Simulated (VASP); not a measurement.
# SnSe (wurtzite type) (P6_3mc) in VASP: a series of runs

The runs below take SnSe (wurtzite type) through relaxation of cell and atoms, single point, with PBE.

Program: VASP 6.6.1. These are calculated values, not measurements. Logs are shortened: lines on timing, memory, paths and dates and some standing lists are left out, and cuts for length are marked.

## 1. The cell of the first run

Symmetry: P6_3mc, No. 186, hexagonal system. The conventional cell has a = 3.744 Å, b = 3.744 Å, c = 6.103 Å, α = 90.00°, β = 90.00°, γ = 120.00°. Sn (site symmetry 3m) has 4 Se at 2.29 Å within 3.0 Å. Within 3.0 Å of Se (site symmetry 3m) lie 4 Sn at 2.29 Å.

## 2. Relaxation of cell and atoms, PBE, target pressure 64 GPa, at which the enthalpy is minimised

Input file INCAR:

```
  PREC = Accurate
  ENCUT = 600
  EDIFF = 1E-7
  ISMEAR = -1
  SIGMA = 0.05
  LREAL = F
  LASPH = T
  NELM = 100
  ALGO = Normal
  ISIF = 3
  LWAVE = F
  LCHARG = F
  GGA = PE
  IBRION = 2
  NSW = 60
  EDIFFG = -0.005
  PSTRESS = 640.0
```

Input file KPOINTS:

```
regular mesh
0
Gamma
  10 10 5
```

Input file POSCAR:

```
SnSe
1.0
    3.7440641263      0.0000000000      0.0000000000
   -1.8720320632      3.2424546468      0.0000000000
    0.0000000000      0.0000000000      6.1028245259
Sn Se
2 2
Direct
    0.3333333333      0.6666666667      0.0000000000
    0.6666666667      0.3333333333      0.5000000000
    0.3333333333      0.6666666667      0.3760000000
    0.6666666667      0.3333333333      0.8760000000
```

Potentials or basis: VASP PAW PBE potentials, release 64 (Sn_d, Se).

Command:

```sh
cat potpaw_PBE.64/Sn_d/POTCAR potpaw_PBE.64/Se/POTCAR > POTCAR
mpirun -np 1 vasp_std > vasp.out
```

OUTCAR:

```text
PREC = Accurate
   ENCUT = 600
   EDIFF = 1E-7
   ISMEAR = -1
   LREAL = F
   LASPH = T
   NELM = 100
   ISIF = 3
   GGA = PE
   IBRION = 2
   NSW = 60
   EDIFFG = -0.005
   PSTRESS = 640.0

 ion  position               nearest neighbor table
   1  0.333  0.667  0.000-   4 2.29   4 2.29   4 2.29   3 2.29   2 3.74   2 3.74   2 3.74   2 3.74
                             2 3.74   2 3.74
   2  0.667  0.333  0.500-   3 2.29   3 2.29   3 2.29   4 2.29   1 3.74   1 3.74   1 3.74   1 3.74
                             1 3.74   1 3.74
   3  0.333  0.667  0.376-   2 2.29   2 2.29   2 2.29   1 2.29
   4  0.667  0.333  0.876-   1 2.29   1 2.29   1 2.29   2 2.29

  LATTYP: Found a hexagonal cell.
 ALAT       =     3.7440641263
 C/A-ratio  =     1.6300000000

  Lattice vectors:

 A1 = (   3.7440641263,   0.0000000000,   0.0000000000)
 A2 = (  -1.8720320632,   3.2424546468,   0.0000000000)
 A3 = (   0.0000000000,   0.0000000000,   6.1028245259)

Analysis of symmetry for initial positions (statically):
=====================================================================
 Subroutine PRICEL returns:
 Original cell was already a primitive cell.

 Routine SETGRP: Setting up the symmetry group for a
 hexagonal supercell.

 Subroutine GETGRP returns: Found 12 space group operations
 (whereof  6 operations were pure point group operations)
 out of a pool of 24 trial point group operations.

The static configuration has the point symmetry C_3v.
 The point group associated with its full space group is C_6v.

Analysis of symmetry for dynamics (positions and initial velocities):
=====================================================================
 Subroutine PRICEL returns:
 Original cell was already a primitive cell.

 Routine SETGRP: Setting up the symmetry group for a
 hexagonal supercell.

 Subroutine GETGRP returns: Found 12 space group operations
 (whereof  6 operations were pure point group operations)
 out of a pool of 24 trial point group operations.

The dynamic configuration has the point symmetry C_3v.
 The point group associated with its full space group is C_6v.

 Subroutine INISYM returns: Found 12 space group operations
 (whereof  6 operations are pure point group operations),
 and found     1 'primitive' translations

----------------------------------------------------------------------------------------

                                     Primitive cell

  volume of cell :      74.0880

  direct lattice vectors                    reciprocal lattice vectors
     3.744064126  0.000000000  0.000000000     0.267089442  0.154204162  0.000000000
    -1.872032063  3.242454647  0.000000000     0.000000000  0.308408323  0.000000000
     0.000000000  0.000000000  6.102824526     0.000000000  0.000000000  0.163858554

  length of vectors
     3.744064126  3.744064126  6.102824526     0.308408323  0.308408323  0.163858554

  position of ions in fractional coordinates (direct lattice)
     0.333333333  0.666666667  0.000000000
     0.666666667  0.333333333  0.500000000
     0.333333333  0.666666667  0.376000000
     0.666666667  0.333333333  0.876000000

  ion indices of the primitive-cell ions
   primitive index   ion index
                 1           1
                 2           2
                 3           3
                 4           4

----------------------------------------------------------------------------------------

 KPOINTS: regular mesh

Automatic generation of k-mesh.
 Grid dimensions read from file:
 generate k-points for:   10   10    5

 Generating k-lattice:

  Cartesian coordinates                     Fractional coordinates (reciprocal lattice)
     0.026708944  0.015420416  0.000000000     0.100000000  0.000000000  0.000000000
     0.000000000  0.030840832  0.000000000     0.000000000  0.100000000  0.000000000
     0.000000000  0.000000000  0.032771711     0.000000000  0.000000000  0.200000000

  Length of vectors
     0.030840832  0.030840832  0.032771711

  Shift w.r.t. Gamma in fractional coordinates (k-lattice)
     0.000000000  0.000000000  0.000000000

 Subroutine IBZKPT returns following result:
 ===========================================

 Found     42 irreducible k-points:

 Following reciprocal coordinates:
            Coordinates               Weight
  0.000000  0.000000  0.000000      1.000000
  0.100000  0.000000  0.000000      6.000000
  0.200000  0.000000  0.000000      6.000000
  0.300000  0.000000  0.000000      6.000000
  0.400000  0.000000  0.000000      6.000000
  0.500000  0.000000  0.000000      3.000000
[... 16 lines left out ...]
  0.300000  0.100000  0.200000     24.000000
  0.400000  0.100000  0.200000     24.000000
 [... further k-points ...]
   k-points           NKPTS =     42   k-points in BZ     NKDIM =     42   number of bands    NBANDS=     24
   number of dos      NEDOS =    301   number of ions     NIONS =      4
   total plane-waves  NPLWV =  45000
   dimension x,y,z NGX =    30 NGY =   30 NGZ =   50
   dimension x,y,z NGXF=    60 NGYF=   60 NGZF=  100
   ions per type =               2   2
   NGX,Y,Z   is equivalent  to a cutoff of  13.32, 13.32, 13.62 a.u.
   NGXF,Y,Z  is equivalent  to a cutoff of  26.64, 26.64, 27.24 a.u.
 SYSTEM =  unknown system
   PREC   = accura    normal or accurate (medium, high low for compatibility)
   ISTART =      0    job   : 0-new  1-cont  2-samecut
   ICHARG =      2    charge: 1-file 2-atom 10-const
   ISPIN  =      1    spin polarized calculation?
   LNONCOLLINEAR =      F non collinear calculations
   LSORBIT =      F    spin-orbit coupling
   LASPH  =      T    aspherical Exc in radial PAW
   ENCUT  =  600.0 eV  44.10 Ry    6.64 a.u.   7.48  7.48 12.19*2*pi/ulx,y,z
   NELM   =    100;   NELMIN=  2; NELMDL= -5     # of ELM steps
   EDIFF  = 0.1E-06   stopping-criterion for ELM
   LREAL  =      F    real-space projection
   EDIFFG = -.5E-02   stopping-criterion for IOM
   NSW    =     60    number of steps for IOM
   IBRION =      2    ionic relax: 0-MD 1-quasi-New 2-CG
   NFREE  =      1    steps in history (QN), initial steepest desc. (CG)
   ISIF   =      3    stress and relaxation
   ISYM   =      2    0-nonsym 1-usesym 2-fastsym
   POTIM  = 0.5000    time-step for ionic-motion
   TEBEG  =    0.0;   TEEND  =   0.0 temperature during run
   PSTRESS=  640.0 pullay stress
   NELECT =      40.0000    total number of electrons
   NUPDOWN=      -1.0000    fix difference up-down
   EMIN   =  10.00;   EMAX   =-10.00  energy-range for DOS
   EFERMI =   0.00;   METHOD = LEGACY
   ISMEAR =    -1;   SIGMA  =   0.05  broadening in eV -4-tet -1-fermi 0-gaus
   EFERMI_NEDOS =   21; number of points for ismear=-14 and -15
   IALGO  =     38    algorithm
   IMIX   =      4    mixing-type and parameters
     AMIX     =   0.40;   BMIX     =  1.00
     AMIX_MAG =   1.60;   BMIX_MAG =  1.00
  volume/ion in A,a.u.               =      18.52       124.99
  Fermi-wavevector in a.u.,A,eV,Ry     =   1.333047  2.519094 24.177748  1.777014
  Thomas-Fermi vector in A             =   2.461935
   LORBIT       =      0    0 simple, 1 ext, 2 COOP (PROOUT), +10 PAW based schemes
   GGA     = PE    functional components
   LHFCALC =     F    Hartree Fock is set to
   AEXX    =    0.0000 exact exchange contribution
   IVDW    =     0    specifies the selected vdW correction
   LEPSILON=     F    determine dielectric tensor
   LRPA    =     F    only Hartree local field effects (RPA)
 conjugate gradient relaxation of ions
 non-spin polarized calculation
  energy-cutoff  :      600.00
  volume of cell :       74.09
 maximum number of plane-waves:      2539
 NGX is ok and might be reduce to    30
   NGX = 15   NGY = 15   NGZ = 25

--------------------------------------- Ionic step        1  -------------------------------------------

 number of electron      40.0000002 magnetization

 Free energy of the ion-electron system (eV)
  ---------------------------------------------------
  ext. energy  EPLUGINS =         0.00000000
  ---------------------------------------------------
  free energy    TOTEN  =        -3.30500567 eV

  energy without entropy =       -3.28988521  energy(sigma->0) =       -3.29744544

------------------------ aborting loop because EDIFF is reached ----------------------------------------

  FORCE on cell =-STRESS in cart. coord.  units (eV):
  Direction    XX          YY          ZZ          XY          YZ          ZX
  --------------------------------------------------------------------------------------
  -------------------------------------------------------------------------------------
  Total       42.2281698     42.2281698     41.5042128     -0.0000000      0.0000000      0.0000000
  in kB      913.1976184    913.1976184    897.5418179     -0.0000000      0.0000000      0.0000000
  external PRESSURE =     267.9790182 kB  Pullay stress =     640.0000000 kB
[... 1416 lines left out ...]
     23      13.2885      0.00000
     24      14.6034      0.00000

 [... further k-points ...]

[... ionic steps 4 to 53 ...]

--------------------------------------- Ionic step       54  -------------------------------------------

 number of electron      40.0000071 magnetization

------------------------ aborting loop because EDIFF is reached ----------------------------------------

  FORCE on cell =-STRESS in cart. coord.  units (eV):
  Direction    XX          YY          ZZ          XY          YZ          ZX
  --------------------------------------------------------------------------------------
  -------------------------------------------------------------------------------------
  Total       25.8542640     25.8542641     25.9427445     -0.0000001      0.0000000     -0.0000000
  in kB      635.4974720    635.4974749    637.6723205     -0.0000028      0.0000000     -0.0000000
  external PRESSURE =      -3.7775775 kB  Pullay stress =     640.0000000 kB
[... 65 lines left out ...]
  enthalpy is  TOTEN    =        16.6937018777 eV   P V=       26.0162916139

--------------------------------------- Ionic step       56  -------------------------------------------

 number of electron      40.0000069 magnetization

 Free energy of the ion-electron system (eV)
  ---------------------------------------------------
  ext. energy  EPLUGINS =         0.00000000
  ---------------------------------------------------
  free energy    TOTEN  =        -9.30780084 eV

  energy without entropy =       -9.29541078  energy(sigma->0) =       -9.30160581

 E-fermi :  12.4580     XC(G=0): -12.2854

 val. band max:       12.3375854201   @ k =   0.3000   0.1000   0.0000
 cond. band min:      12.4626081490   @ k =   0.5000   0.0000   0.0000
 fundamental gap:      0.1250227289
 Fermi energy:        12.4579826186

 k-point     1 :       0.0000    0.0000    0.0000
  band No.  band energies     occupation
      1     -10.1259      2.00000
      2     -10.0871      2.00000
      3      -9.8748      2.00000
      4      -9.8748      2.00000
      5      -9.8748      2.00000
      6      -9.8748      2.00000
[... 670 lines left out ...]
  FREE ENERGIE OF THE ION-ELECTRON SYSTEM (eV)
  ---------------------------------------------------
  free  energy   TOTEN  =        -9.3078008397 eV

  energy  without entropy=       -9.2954107836  energy(sigma->0) =       -9.30160581

  enthalpy is  TOTEN    =        16.6936242777 eV   P V=       26.0014251174

 reached required accuracy - stopping structural energy minimisation
```

Run time: 26 min. Hardware: 1 thread of Intel Xeon 6975P-C (Granite Rapids), shared host; peak memory 0.31 GiB.

What came out:

```yaml
Free_energy: -9.3078 eV
Relaxed_volume: 16.27 Å³/atom
Relaxed_cell: a = 2.776 Å, b = 2.776 Å, c = 9.755 Å, α = 90.00°, β = 90.00°, γ = 120.00°
Space_group_after_relaxing_to_0.1_Å: P6_3mc (No. 186)
Energy_change_on_relaxing_the_run_minimises_the_enthalpy: -1500.7 meV/atom
Ionic_steps: 56
Pressure_after_relaxing: 64.0 GPa
Largest_force_after_relaxing: 0.004 eV/Å
```

Forces on the atoms (eV/Å):
```
Sn   0.000  0.000 -0.004
Sn   0.000  0.000 -0.004
Se   0.000  0.000  0.004
Se   0.000  0.000  0.004
```

Step by step:
```csv
step,energy change (eV),largest force (eV/Å),pressure (GPa),volume (Å³)
1,0.0000,0.3331,90.80,74.09
3,-4.2475,0.1309,60.36,83.24
5,-3.7026,0.1534,64.09,81.83
7,-3.6980,0.1462,64.29,81.77
9,-3.6612,1.2207,64.90,81.61
11,-3.6711,1.0424,64.80,81.63
13,-3.6711,1.0540,64.80,81.63
15,-3.6708,1.1023,64.81,81.63
17,-3.6683,1.3075,64.87,81.61
19,-3.6660,1.6432,64.94,81.58
21,-3.7151,1.9657,64.69,81.56
23,-3.9317,3.7126,63.65,81.37
25,-3.9564,6.6931,63.00,81.00
27,-3.9451,7.3608,62.94,80.94
29,-3.9762,9.2834,62.06,80.85
31,-4.2603,9.1674,60.50,80.82
33,-5.3205,8.8327,54.33,80.53
35,-6.0982,8.1873,45.07,77.37
37,-5.3221,9.6246,53.82,74.30
39,-5.9066,7.2406,55.91,71.82
41,-7.8257,1.0888,40.73,71.73
43,-8.0615,0.1760,39.86,71.77
45,-6.1306,0.2824,61.96,65.55
47,-5.9864,0.2230,63.78,65.13
49,-5.8355,0.6648,65.78,64.82
51,-5.9646,0.1160,64.47,65.00
53,-6.0476,0.0581,63.51,65.21
55,-6.0176,0.0290,63.84,65.13
56,-6.0028,0.0041,64.02,65.09
```

Final structure:
```cif
data_structure
_symmetry_space_group_name_H-M 'P 1'
_symmetry_Int_Tables_number 1
_cell_length_a 2.7758
_cell_length_b 2.7758
_cell_length_c 9.7548
_cell_angle_alpha 90.000
_cell_angle_beta 90.000
_cell_angle_gamma 120.000
_cell_volume 65.09
loop_
_atom_site_label
_atom_site_type_symbol
_atom_site_fract_x
_atom_site_fract_y
_atom_site_fract_z
_atom_site_occupancy
Sn1 Sn 0.33333 0.66667 0.05959 1
Sn2 Sn 0.66667 0.33333 0.55959 1
Se1 Se 0.33333 0.66667 0.31641 1
Se2 Se 0.66667 0.33333 0.81641 1
```

Caveat: the cell is relaxed towards a set pressure, so the run minimises the enthalpy, not the energy; the bands computed are all filled at some k points, so no gap is given; a cell axis changed by over 15 % at a fixed basis, so the end point is rough; spin-orbit coupling is left out, which moves the levels of the heavy elements.

## 3. Single point, PBE

This run uses another cell than the first one, of 16.27 Å³/atom.

Input file INCAR:

```
SYSTEM = SnSe
ALGO = Normal
EDIFF = 1E-6
ENCUT = 520
GGA = PE
ISIF = 2
ISMEAR = -1
LASPH = .True.
LCHARG = .True.
LELF = .True.
LREAL = .False.
LVHAR = .True.
LWAVE = .False.
NBANDS = 28
NELM = 80
PREC = Accurate
SIGMA = 0.05
```

Input file KPOINTS:

```
k-points
0
Gamma
  10 10 5
  0 0 0
```

Input file POSCAR:

```
SnSe
1.0
    2.7750261201      0.0000000000      0.0000000000
   -1.3875130601      2.4032431162      0.0000000000
    0.0000000000      0.0000000000      9.7567658977
Sn Se
2 2
Direct
    0.3333333333      0.6666666667      0.0596196757
    0.6666666667      0.3333333333      0.5596196757
    0.3333333333      0.6666666667      0.3163803243
    0.6666666667      0.3333333333      0.8163803243
```

Potentials or basis: VASP PAW PBE potentials, release 64 (Sn_d, Se).

Command:

```sh
cat potpaw_PBE.64/Sn_d/POTCAR potpaw_PBE.64/Se/POTCAR > POTCAR
mpirun -np 1 vasp_std > vasp.out
```

Run time: 92 s. Hardware: 1 thread of Intel Xeon 8259CL, shared host; peak memory 0.24 GiB.

Results (log left out):

* Free energy: -9.3193 eV
* Pressure: 64.2 GPa
* Largest force: 0.008 eV/Å
* Band gap on the k mesh: zero (bands 20 and 21 overlap by 6.30 eV)

Forces in eV/Å, atoms in the order of the input:
```
Sn   0.000  0.000 -0.008
Sn   0.000  0.000 -0.008
Se   0.000  0.000  0.008
Se   0.000  0.000  0.008
```

Stress tensor (GPa, compression positive):
```
64.12  0.00  0.00
 0.00 64.12  0.00
 0.00  0.00 64.30
```

Levels at points of the mesh, in eV from the Fermi level:
| k point | band 18 | band 19 | band 20 | band 21 | band 22 | band 23 |
| --- | --- | --- | --- | --- | --- | --- |
| (0.00, 0.00, 0.00) | 3.51 | 3.51 | 3.65 | 3.65 | 6.31 | 9.90 |
| (0.50, 0.00, 0.00) | -4.17 | -3.52 | -0.99 | 0.01 | 0.40 | 3.55 |

Caveat: the cell stands under pressure; spin-orbit coupling is left out, which moves the levels of the heavy elements.
